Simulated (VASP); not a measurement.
## LaC: single point with r2SCAN

LaC:

```
CELL_PARAMETERS angstrom
0.00000 2.72203 2.74925
2.72203 0.00000 2.74925
2.72203 2.72203 0.00000
ATOMIC_POSITIONS crystal
La 0.50000 0.50000 0.50000
C 0.00000 0.00000 0.00000
```

- Program: VASP 6.6.1
- Task: single point
- Functional: r2SCAN
- Potentials or basis: VASP PAW PBE potentials, release 64 (La, C)
- Cutoff: 520 eV
- k mesh: 12 × 12 × 12
- Occupations: gaussian, width 0.05 eV
- Spin: no spin polarisation
- Dipole correction: no
- Further INCAR settings: ALGO = Normal; EDIFF = 1e-06; NBANDS = 14

The pressure is -1.0 GPa.

Stress tensor (GPa, compression positive):
```
-1.34  0.00  0.00
 0.00 -1.34  0.00
 0.00  0.00 -0.26
```

Levels at points of the mesh, in eV from the Fermi level:
| k point | band 4 | band 5 | band 6 | band 7 | band 8 | band 9 | band 10 | band 11 | band 12 | band 13 |
| --- | --- | --- | --- | --- | --- | --- | --- | --- | --- | --- |
| (0.00, 0.00, 0.00) | -15.12 | -9.27 | 0.49 | 0.52 | 0.52 | 2.86 | 2.96 | 2.96 | 3.46 | 4.49 |
| (0.50, 0.00, 0.00) | -15.22 | -7.30 | -2.61 | -1.41 | -1.41 | 3.63 | 3.90 | 3.91 | 4.36 | 4.36 |
| (0.50, 0.50, 0.00) | -15.56 | -9.24 | 0.32 | 0.51 | 0.69 | 0.69 | 4.04 | 4.12 | 4.22 | 4.22 |
| (0.50, 0.00, 0.50) | -15.56 | -9.25 | 0.31 | 0.60 | 0.65 | 0.71 | 4.03 | 4.10 | 4.22 | 4.24 |

Run time: 4.6 min on 1 thread of Intel(R) Xeon(R) 6975P-C (Granite Rapids), on a shared host, peak memory 0.27 GiB.

Caveat: the PAW data sets were made with another functional, which shifts forces and pressure a little; spin-orbit coupling is left out, which moves the levels of the heavy elements.
